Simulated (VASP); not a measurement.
# GaCo (Pm-3m) in VASP: notebook

GaCo is run at these levels: PBE; tasks: single point, relaxation of cell and atoms.

Everything below comes from runs of VASP 6.6.1. Logs are shortened: lines on timing, memory, paths and dates and some standing lists are left out, and cuts for length are marked.

### 1 The cell of the first run

It takes space group Pm-3m (No. 221, cubic). Conventional cell: a = 2.882 Å, b = 2.882 Å, c = 2.882 Å, α = 90.00°, β = 90.00°, γ = 90.00°. Ga (site symmetry m-3m) has 8 Co at 2.50 Å and 6 Ga at 2.88 Å within 3.3 Å. Co (site symmetry m-3m) has 8 Ga at 2.50 Å and 6 Co at 2.88 Å within 3.3 Å.

### 2 Single point, PBE, collinear spin, ferromagnetic start

Contents of INCAR:

```
PREC = Accurate
ENCUT = 520
EDIFF = 1E-7
ISMEAR = 0
SIGMA = 0.2
LREAL = False
LASPH = True
NELM = 150
ALGO = Normal
ISIF = 2
LWAVE = False
LCHARG = True
ISPIN = 2
MAGMOM = 0 3
LORBIT = 11
LMAXMIX = 4
GGA = PE
LELF = True
LVHAR = True
NBANDS = 22
```

Contents of KPOINTS:

```
regular mesh
0
Gamma
  6 6 6
```

Contents of POSCAR:

```
GaCo
1.0
    2.8823339957      0.0000000000      0.0000000000
    0.0000000000      2.8823339957      0.0000000000
    0.0000000000      0.0000000000      2.8823339957
Ga Co
1 1
Direct
    0.0000000000      0.0000000000      0.0000000000
    0.5000000000      0.5000000000      0.5000000000
```

Potentials or basis: VASP PAW PBE potentials, release 64 (Ga_d, Co).

Command:

```bash
cat potpaw_PBE.64/Ga_d/POTCAR potpaw_PBE.64/Co/POTCAR > POTCAR
mpirun -np 1 vasp_std > vasp.out
```

OUTCAR:

```text
PREC = Accurate
   ENCUT = 520
   EDIFF = 1E-7
   ISMEAR = 0
   LREAL = False
   LASPH = True
   NELM = 150
   ISIF = 2
   ISPIN = 2
   LORBIT = 11
   GGA = PE

 ion  position               nearest neighbor table
   1  0.000  0.000  0.000-   2 2.50   2 2.50   2 2.50   2 2.50   2 2.50   2 2.50   2 2.50   2 2.50

   2  0.500  0.500  0.500-   1 2.50   1 2.50   1 2.50   1 2.50   1 2.50   1 2.50   1 2.50   1 2.50

  LATTYP: Found a simple cubic cell.
 ALAT       =     2.8823339957

  Lattice vectors:

 A1 = (   2.8823339957,   0.0000000000,   0.0000000000)
 A2 = (   0.0000000000,   2.8823339957,   0.0000000000)
 A3 = (   0.0000000000,   0.0000000000,   2.8823339957)

Analysis of symmetry for initial positions (statically):
=====================================================================
 Subroutine PRICEL returns:
 Original cell was already a primitive cell.

 Routine SETGRP: Setting up the symmetry group for a
 simple cubic supercell.

 Subroutine GETGRP returns: Found 48 space group operations
 (whereof 48 operations were pure point group operations)
 out of a pool of 48 trial point group operations.

The static configuration has the point symmetry O_h .

Analysis of symmetry for dynamics (positions and initial velocities):
=====================================================================
 Subroutine PRICEL returns:
 Original cell was already a primitive cell.

 Routine SETGRP: Setting up the symmetry group for a
 simple cubic supercell.

 Subroutine GETGRP returns: Found 48 space group operations
 (whereof 48 operations were pure point group operations)
 out of a pool of 48 trial point group operations.

The dynamic configuration has the point symmetry O_h .

Analysis of structural, dynamic, and magnetic symmetry:
=====================================================================
 Subroutine PRICEL returns:
 Original cell was already a primitive cell.

 Routine SETGRP: Setting up the symmetry group for a
 simple cubic supercell.

 Subroutine GETGRP returns: Found 48 space group operations
 (whereof 48 operations were pure point group operations)
 out of a pool of 48 trial point group operations.

The overall configuration has the point symmetry O_h .

 Subroutine INISYM returns: Found 48 space group operations
 (whereof 48 operations are pure point group operations),
 and found     1 'primitive' translations

----------------------------------------------------------------------------------------

                                     Primitive cell

  volume of cell :      23.9460

  direct lattice vectors                    reciprocal lattice vectors
     2.882333996  0.000000000  0.000000000     0.346941056  0.000000000  0.000000000
     0.000000000  2.882333996  0.000000000     0.000000000  0.346941056  0.000000000
     0.000000000  0.000000000  2.882333996     0.000000000  0.000000000  0.346941056

  length of vectors
     2.882333996  2.882333996  2.882333996     0.346941056  0.346941056  0.346941056

  position of ions in fractional coordinates (direct lattice)
     0.000000000  0.000000000  0.000000000
     0.500000000  0.500000000  0.500000000

  ion indices of the primitive-cell ions
   primitive index   ion index
                 1           1
                 2           2

----------------------------------------------------------------------------------------

 KPOINTS: regular mesh

Automatic generation of k-mesh.
 Grid dimensions read from file:
 generate k-points for:    6    6    6

 Generating k-lattice:

  Cartesian coordinates                     Fractional coordinates (reciprocal lattice)
     0.057823509  0.000000000  0.000000000     0.166666667  0.000000000  0.000000000
     0.000000000  0.057823509  0.000000000     0.000000000  0.166666667  0.000000000
     0.000000000  0.000000000  0.057823509     0.000000000  0.000000000  0.166666667

  Length of vectors
     0.057823509  0.057823509  0.057823509

  Shift w.r.t. Gamma in fractional coordinates (k-lattice)
     0.000000000  0.000000000  0.000000000

 Subroutine IBZKPT returns following result:
 ===========================================

 Found     20 irreducible k-points:

 Following reciprocal coordinates:
            Coordinates               Weight
  0.000000  0.000000  0.000000      1.000000
  0.166667  0.000000  0.000000      6.000000
  0.333333  0.000000  0.000000      6.000000
  0.500000  0.000000  0.000000      3.000000
  0.166667  0.166667  0.000000     12.000000
  0.333333  0.166667  0.000000     24.000000
[... 12 lines left out ...]
  0.500000  0.500000  0.333333      6.000000
  0.500000  0.500000  0.500000      1.000000
   k-points           NKPTS =     20   k-points in BZ     NKDIM =     20   number of bands    NBANDS=     22
   number of dos      NEDOS =    301   number of ions     NIONS =      2
   total plane-waves  NPLWV =  13824
   dimension x,y,z NGX =    24 NGY =   24 NGZ =   24
   dimension x,y,z NGXF=    48 NGYF=   48 NGZF=   48
   ions per type =               1   1
   NGX,Y,Z   is equivalent  to a cutoff of  13.84, 13.84, 13.84 a.u.
   NGXF,Y,Z  is equivalent  to a cutoff of  27.69, 27.69, 27.69 a.u.
 SYSTEM =  unknown system
   PREC   = accura    normal or accurate (medium, high low for compatibility)
   ISTART =      0    job   : 0-new  1-cont  2-samecut
   ICHARG =      2    charge: 1-file 2-atom 10-const
   ISPIN  =      2    spin polarized calculation?
   LNONCOLLINEAR =      F non collinear calculations
   LSORBIT =      F    spin-orbit coupling
   LASPH  =      T    aspherical Exc in radial PAW
   ENCUT  =  520.0 eV  38.22 Ry    6.18 a.u.   5.36  5.36  5.36*2*pi/ulx,y,z
   NELM   =    150;   NELMIN=  2; NELMDL= -5     # of ELM steps
   EDIFF  = 0.1E-06   stopping-criterion for ELM
   LREAL  =      F    real-space projection
   EDIFFG = 0.1E-05   stopping-criterion for IOM
   NSW    =      0    number of steps for IOM
   IBRION =     -1    ionic relax: 0-MD 1-quasi-New 2-CG
   NFREE  =      0    steps in history (QN), initial steepest desc. (CG)
   ISIF   =      2    stress and relaxation
   ISYM   =      2    0-nonsym 1-usesym 2-fastsym
   POTIM  = 0.5000    time-step for ionic-motion
   TEBEG  =    0.0;   TEEND  =   0.0 temperature during run
   PSTRESS=    0.0 pullay stress
   NELECT =      22.0000    total number of electrons
   NUPDOWN=      -1.0000    fix difference up-down
   EMIN   =  10.00;   EMAX   =-10.00  energy-range for DOS
   EFERMI =   0.00;   METHOD = LEGACY
   ISMEAR =     0;   SIGMA  =   0.20  broadening in eV -4-tet -1-fermi 0-gaus
   EFERMI_NEDOS =   21; number of points for ismear=-14 and -15
   IALGO  =     38    algorithm
   IMIX   =      4    mixing-type and parameters
     AMIX     =   0.40;   BMIX     =  1.00
     AMIX_MAG =   1.60;   BMIX_MAG =  1.00
  volume/ion in A,a.u.               =      11.97        80.80
  Fermi-wavevector in a.u.,A,eV,Ry     =   1.591493  3.007486 34.461519  2.532850
  Thomas-Fermi vector in A             =   2.690025
   LORBIT       =     11    0 simple, 1 ext, 2 COOP (PROOUT), +10 PAW based schemes
   GGA     = PE    functional components
   LHFCALC =     F    Hartree Fock is set to
   AEXX    =    0.0000 exact exchange contribution
   IVDW    =     0    specifies the selected vdW correction
   LEPSILON=     F    determine dielectric tensor
   LRPA    =     F    only Hartree local field effects (RPA)
 spin polarized calculation
 Gauss-broadening in eV      SIGMA  =   0.20
  energy-cutoff  :      520.00
  volume of cell :       23.95
 maximum number of plane-waves:       659
 NGX is ok and might be reduce to    24
   NGX = 11   NGY = 11   NGZ = 11

 number of electron      22.0000019 magnetization       0.1872517

 Free energy of the ion-electron system (eV)
  ---------------------------------------------------
  ext. energy  EPLUGINS =         0.00000000
  ---------------------------------------------------
  free energy    TOTEN  =       -10.49931820 eV

  energy without entropy =      -10.47780734  energy(sigma->0) =      -10.48856277

 E-fermi :   9.6386     XC(G=0): -13.1642

 val. band max:        9.6249261175   @ k =   0.5000   0.1667   0.0000
 cond. band min:       9.6424955188   @ k =   0.5000   0.0000   0.0000
 fundamental gap:      0.0175694013
 Fermi energy:         9.6386473204

 spin component 1

 k-point     1 :       0.0000    0.0000    0.0000
  band No.  band energies     occupation
      1      -5.4333      1.00000
      2      -5.4333      1.00000
      3      -5.0912      1.00000
      4      -5.0912      1.00000
      5      -5.0912      1.00000
      6      -2.3016      1.00000
[... 14 lines left out ...]
     21      34.9304      0.00000
     22      34.9304      0.00000

 k-point     2 :       0.1667    0.0000    0.0000
  band No.  band energies     occupation
      1      -5.4198      1.00000
      2      -5.3668      1.00000
      3      -5.1157      1.00000
      4      -5.1157      1.00000
      5      -5.0856      1.00000
      6      -1.7780      1.00000
[... 14 lines left out ...]
     21      31.2918      0.00000
     22      34.1402      0.00000

 k-point     3 :       0.3333    0.0000    0.0000
  band No.  band energies     occupation
      1      -5.3928      1.00000
      2      -5.2419      1.00000
      3      -5.1643      1.00000
      4      -5.1643      1.00000
      5      -5.0745      1.00000
      6      -0.2243      1.00000
[... 14 lines left out ...]
     21      32.2753      0.00000
     22      35.9917      0.00000
[... 376 lines left out ...]
 k-point    19 :       0.5000    0.5000    0.3333
  band No.  band energies     occupation
      1      -5.3656      1.00000
      2      -5.3126      1.00000
      3      -5.3126      1.00000
      4      -5.0189      1.00000
      5      -4.9307      1.00000
      6       4.9474      1.00000
[... 14 lines left out ...]
     21      39.0407      0.00000
     22      42.7332      0.00000

 k-point    20 :       0.5000    0.5000    0.5000
  band No.  band energies     occupation
      1      -5.3483      1.00000
      2      -5.3483      1.00000
      3      -5.3483      1.00000
      4      -4.9290      1.00000
      5      -4.9290      1.00000
      6       5.6348      1.00000
[... 14 lines left out ...]
     21      44.7642      0.00000
     22      45.8243      0.00000
 Fermi energy:         9.6386473204

 spin component 2

 k-point     1 :       0.0000    0.0000    0.0000
  band No.  band energies     occupation
      1      -5.4376      1.00000
      2      -5.4376      1.00000
      3      -5.0953      1.00000
      4      -5.0953      1.00000
      5      -5.0953      1.00000
      6      -2.3215      1.00000
[... 14 lines left out ...]
     21      34.9657      0.00000
     22      34.9657      0.00000

 k-point     2 :       0.1667    0.0000    0.0000
  band No.  band energies     occupation
      1      -5.4242      1.00000
      2      -5.3711      1.00000
      3      -5.1199      1.00000
      4      -5.1199      1.00000
      5      -5.0897      1.00000
      6      -1.7979      1.00000
[... 14 lines left out ...]
     21      31.3106      0.00000
     22      34.1331      0.00000

 k-point     3 :       0.3333    0.0000    0.0000
  band No.  band energies     occupation
      1      -5.3973      1.00000
      2      -5.2463      1.00000
      3      -5.1686      1.00000
      4      -5.1686      1.00000
      5      -5.0786      1.00000
      6      -0.2436      1.00000
[... 14 lines left out ...]
     21      32.2833      0.00000
     22      35.9799      0.00000
[... 376 lines left out ...]
 k-point    19 :       0.5000    0.5000    0.3333
  band No.  band energies     occupation
      1      -5.3704      1.00000
      2      -5.3174      1.00000
      3      -5.3174      1.00000
      4      -5.0227      1.00000
      5      -4.9343      1.00000
      6       4.9779      1.00000
[... 14 lines left out ...]
     21      39.0136      0.00000
     22      42.7081      0.00000

 k-point    20 :       0.5000    0.5000    0.5000
  band No.  band energies     occupation
      1      -5.3532      1.00000
      2      -5.3532      1.00000
      3      -5.3532      1.00000
      4      -4.9326      1.00000
      5      -4.9326      1.00000
      6       5.6830      1.00000
[... 14 lines left out ...]
     21      44.7364      0.00000
     22      45.7709      0.00000

------------------------ aborting loop because EDIFF is reached ----------------------------------------

  FORCE on cell =-STRESS in cart. coord.  units (eV):
  Direction    XX          YY          ZZ          XY          YZ          ZX
  --------------------------------------------------------------------------------------
  -------------------------------------------------------------------------------------
  Total        0.0336192      0.0336192      0.0336192     -0.0000000      0.0000000     -0.0000000
  in kB        2.2493903      2.2493903      2.2493903     -0.0000000      0.0000000     -0.0000000
  external PRESSURE =       2.2493903 kB  Pullay stress =       0.0000000 kB

 VOLUME and BASIS-vectors are now :
 -----------------------------------------------------------------------------
  energy-cutoff  :      520.00
  volume of cell :       23.95
      direct lattice vectors                 reciprocal lattice vectors
     2.882333996  0.000000000  0.000000000     0.346941056  0.000000000  0.000000000
     0.000000000  2.882333996  0.000000000     0.000000000  0.346941056  0.000000000
     0.000000000  0.000000000  2.882333996     0.000000000  0.000000000  0.346941056

 POSITION                                       TOTAL-FORCE (eV/Angst)
 -----------------------------------------------------------------------------------
      0.00000      0.00000      0.00000         0.000000      0.000000      0.000000
      1.44117      1.44117      1.44117         0.000000      0.000000      0.000000
 -----------------------------------------------------------------------------------
    total drift:                                0.000000      0.000000     -0.000000

  FREE ENERGIE OF THE ION-ELECTRON SYSTEM (eV)
  ---------------------------------------------------
  free  energy   TOTEN  =       -10.4993182006 eV

  energy  without entropy=      -10.4778073389  energy(sigma->0) =      -10.48856277

 total charge

# of ion       s       p       d       tot
------------------------------------------
    1        0.845   0.884  10.050  11.780
    2        0.387   0.451   7.505   8.343
--------------------------------------------------
tot          1.232   1.335  17.555  20.123

 magnetization (x)

# of ion       s       p       d       tot
------------------------------------------
    1       -0.002  -0.008  -0.004  -0.015
    2        0.001  -0.005   0.220   0.215
--------------------------------------------------
tot         -0.002  -0.013   0.215   0.201
```

Run time: 19 s. Hardware: 1 thread of Intel Xeon 6975P-C (Granite Rapids), shared host; peak memory 0.15 GiB.

Results:

| Item | Value |
| --- | --- |
| Free energy | -10.4993 eV |
| Pressure | 0.2 GPa |
| Net moment | 0.19 μB per cell |
| Site moments | Ga -0.01; Co +0.21 μB |
| Valence electrons inside the program's atomic spheres | Ga 11.78; Co 8.34 |

Caveat: the k points lie up to 0.36 Å⁻¹ apart.

### 3 Relaxation of cell and atoms, PBE, collinear spin, ferromagnetic start

This run uses another cell than the first one, of 13.98 Å³/atom, 1.168 times its volume.

Contents of INCAR:

```
SYSTEM = GaCo
  PREC = Accurate
  ENCUT = 600
  EDIFF = 1E-6
  ISMEAR = 0
  SIGMA = 0.2
  LREAL = .False.
  LASPH = .True.
  NELM = 150
  ALGO = Normal
  ISIF = 3
  LWAVE = .False.
  LCHARG = .False.
  ISPIN = 2
  MAGMOM = 0 3
  LORBIT = 11
  LMAXMIX = 4
  GGA = PE
  IBRION = 2
  NSW = 36
  EDIFFG = -0.08
```

Contents of KPOINTS:

```
regular mesh
0
Gamma
  6 6 6
  0 0 0
```

Contents of POSCAR:

```
GaCo
1.0
    3.0350934700      0.0000000000      0.0000000000
    0.0000000000      3.0350934700      0.0000000000
    0.0000000000      0.0000000000      3.0350934700
Ga Co
1 1
Direct
    0.0000000000      0.0000000000      0.0000000000
    0.5000000000      0.5000000000      0.5000000000
```

Potentials or basis: VASP PAW PBE potentials, release 64 (Ga_d, Co).

Command:

```bash
cat potpaw_PBE.64/Ga_d/POTCAR potpaw_PBE.64/Co/POTCAR > POTCAR
mpirun -np 1 vasp_std > vasp.out
```

Run time: 40 s. Hardware: 1 thread of Intel Xeon 6975P-C (Granite Rapids), shared host; peak memory 0.16 GiB.

Results (log left out):

* Free energy: -10.5001 eV
* Relaxed volume: 11.99 Å³/atom
* Relaxed cell: a = 2.884 Å, b = 2.884 Å, c = 2.884 Å, α = 90.00°, β = 90.00°, γ = 90.00°
* Space group after relaxing (to 0.05 Å): Pm-3m (No. 221)
* Energy gained by relaxing: 133.7 meV/atom
* Ionic steps: 3
* Pressure after relaxing: -0.2 GPa
* Band gap on the k mesh: zero (filled and empty bands overlap)
* Net moment: 0.01 μB per cell
* Valence electrons inside the program's atomic spheres: Ga 11.78; Co 8.34

The path:
| step | energy change (eV) | largest force (eV/Å) | pressure (GPa) | volume (Å³) |
| --- | --- | --- | --- | --- |
| 1 | 0.0000 | 0.0000 | -18.34 | 27.96 |
| 2 | -0.1615 | 0.0000 | 18.43 | 21.97 |
| 3 | -0.2674 | 0.0000 | -0.23 | 23.99 |

Final structure:
```xyz
2
Lattice="2.8839 0.0000 0.0000 0.0000 2.8839 0.0000 0.0000 0.0000 2.8839" Properties=species:S:1:pos:R:3 pbc="T T T"
Ga    0.0000    0.0000    0.0000
Co    1.4420    1.4420    1.4420
```

Levels at points of the mesh, in eV from the Fermi level:
Spin up:
```csv
k point,band 8,band 9,band 10,band 11,band 12,band 13,band 14,band 15
"(0.00, 0.00, 0.00)",-2.48,-0.69,-0.69,-0.69,5.24,5.24,5.24,11.06
"(0.50, 0.00, 0.00)",-2.25,-1.69,-1.69,-0.68,0.14,10.63,10.63,11.65
"(0.50, 0.50, 0.00)",-3.05,-2.40,-1.17,-1.17,-0.20,2.27,3.19,11.55
"(0.50, 0.50, 0.50)",-4.01,-0.17,-0.17,0.67,3.89,3.89,3.89,4.80
```
Spin down:
| k point | band 9 | band 10 | band 11 | band 12 | band 13 | band 14 |
| --- | --- | --- | --- | --- | --- | --- |
| (0.00, 0.00, 0.00) | -0.68 | -0.68 | -0.68 | 5.24 | 5.24 | 5.24 |
| (0.50, 0.00, 0.00) | -1.68 | -1.68 | -0.68 | 0.15 | 10.63 | 10.63 |
| (0.50, 0.50, 0.00) | -2.39 | -1.17 | -1.17 | -0.19 | 2.27 | 3.20 |
| (0.50, 0.50, 0.50) | -0.16 | -0.16 | 0.67 | 3.89 | 3.89 | 3.89 |

Caveat: the starting moments collapsed, and a magnetic state may lie lower.
